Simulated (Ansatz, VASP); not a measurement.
## Two plane-wave programs on LiCl

```
CELL_PARAMETERS angstrom
0.00000 2.66736 2.56477
2.66736 0.00000 2.56477
2.66736 2.66736 0.00000
ATOMIC_POSITIONS crystal
Cl 0.50000 0.50000 0.50000
Li 0.00000 0.00000 0.00000
```

Alike in both runs: task single point; functional PBEsol; k mesh 7 × 7 × 7; occupations fermi-dirac, width 0.05 eV; no spin polarisation.

|  | VASP | Ansatz |
| --- | --- | --- |
| version | VASP 6.6.1 | Ansatz 0.2.0 |
| potentials or method | VASP PAW PBE potentials, release 64 (Cl, Li_sv) | Ansatz PAW |
| plane-wave cutoff (eV) | 750 | 420 |
| valence electrons in the cell | 10 | 10 |

|  | VASP | Ansatz | Ansatz less VASP |
| --- | --- | --- | --- |
| gap on the k mesh at the Fermi level (eV) | 5.68 | 5.68 | -0.002 |
| least direct gap on the mesh (eV) | 5.68 | 5.68 | -0.002 |
| pressure (GPa) | -3.2 | -3.1 | +0.05 |
| traceless stress, the component that is largest in VASP (GPa) | 0.50 | 0.50 | -0.005 |

VASP's potentials were made for PBE, not for PBEsol. The functional is the same, so the differences come from potentials, cutoffs and numerics.

Noted on Ansatz's run: odd divisions of the mesh miss points on the zone boundary, where band edges often lie, so the gap on the mesh can be too wide.
